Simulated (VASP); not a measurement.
AlN, 2 atoms in the cell. Symmetry: Fm-3m, No. 225, cubic system. The conventional cell has a = 4.038 Å, b = 4.038 Å, c = 4.038 Å, α = 90.00°, β = 90.00°, γ = 90.00°. Al (site symmetry m-3m) has 6 N at 2.02 Å within 2.7 Å. Within 2.7 Å of N (site symmetry m-3m) lie 6 Al at 2.02 Å. 

| Property | Result |
| --- | --- |
| Program | VASP 6.6.1 |
| Task | single point |
| Functional | r2SCAN50 |
| Potentials or basis | VASP PAW PBE potentials, release 64 (Al, N) |
| Cutoff | 520 eV |
| k mesh | 6 × 6 × 6 |
| Occupations | gaussian, width 0.01 eV |
| Spin | no spin polarisation |
| Dipole correction | no |
| Grid for exact exchange (PRECFOCK) | Normal |
| Further INCAR settings | ALGO = Normal; EDIFF = 1e-06; NBANDS = 11 |
| Share of exact exchange | 0.5 |

Potentials or basis: VASP PAW PBE potentials, release 64 (Al, N).

The run is started by

```sh
$ cat potpaw_PBE.64/Al/POTCAR potpaw_PBE.64/N/POTCAR > POTCAR
$ cp INCAR.step1 INCAR
$ mpirun -np 1 vasp_std > vasp.out
$ cp INCAR.step2 INCAR
$ mpirun -np 1 vasp_std > vasp.out
```

Hardware: 1 thread of AMD EPYC 9R45 (Zen 5), with other jobs on the host.

Q: How long does it take, and how much memory?

A: Run time: 4.5 min on 1 thread of AMD EPYC 9R45 (Zen 5), with other jobs on the host, peak memory 0.11 GiB. Counts: k points 16.
